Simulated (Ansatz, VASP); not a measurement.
## Two plane-wave programs on SnSe

Contents of INCAR:

```
SYSTEM = SnSe
  PREC = Accurate
  ENCUT = 500
  EDIFF = 1E-6
  ISMEAR = -1
  SIGMA = 0.05
  LREAL = .False.
  LASPH = .True.
  NELM = 120
  ALGO = Normal
  ISIF = 2
  LWAVE = .False.
  LCHARG = .False.
  GGA = PE
  NBANDS = 17
  GGA_COMPAT = .False.
```

The input KPOINTS:

```
Automatic mesh
0
Gamma
  11 11 11
  0 0 0
```

File POSCAR:

```
SnSe
1.0
    0.0000000000      3.1460410354      3.1460410354
    3.1460410354      0.0000000000      3.1460410354
    3.1460410354      3.1460410354      0.0000000000
Sn Se
1 1
Direct
    0.0000000000      0.0000000000      0.0000000000
    0.2500000000      0.2500000000      0.2500000000
```

Input for Ansatz:

```yaml
crystal:
  lattice:
    - [0.0, 3.1460410354, 3.1460410354]
    - [3.1460410354, 0.0, 3.1460410354]
    - [3.1460410354, 3.1460410354, 0.0]
  atoms:
    - { symbol: Sn, position: [0.0, 0.0, 0.0] }
    - { symbol: Se, position: [0.25, 0.25, 0.25] }
kpoints:
  mp_grid: { grid: [11, 11, 11] }
scf:
  occupations: { method: fermi_dirac, width: 0.05 }
hamiltonian:
  xc: pbe
  pseudopotentials: { kind: paw }
output:
  forces: true
  stress: true
  eigenvalues: true
  populations: true
  write_density: true
  write_potential: true
  elf: true
  volumetric_format: npy
```

Change from the starting cell: volume scaled by 0.8, PAW files.

Alike in both runs: task single point; functional PBE; k mesh 11 × 11 × 11; occupations fermi-dirac, width 0.05 eV; no spin polarisation.

|  | VASP | Ansatz |
| --- | --- | --- |
| version | VASP 6.6.1 | Ansatz 0.2.0 |
| potentials or method | VASP PAW PBE potentials, release 64 (Sn_d, Se) | PAW with Ansatz's default frozen-core files, scalar-relativistic |
| plane-wave cutoff (eV) | 500 | 420 |
| valence electrons in the cell | 20 | 30 |

```csv
,VASP,Ansatz,Ansatz less VASP
pressure (GPa),9.7,9.7,-0.01
```

VASP's potentials hold 20 valence electrons a cell and Ansatz's 30, so a difference there can come from the potentials and not from the codes.
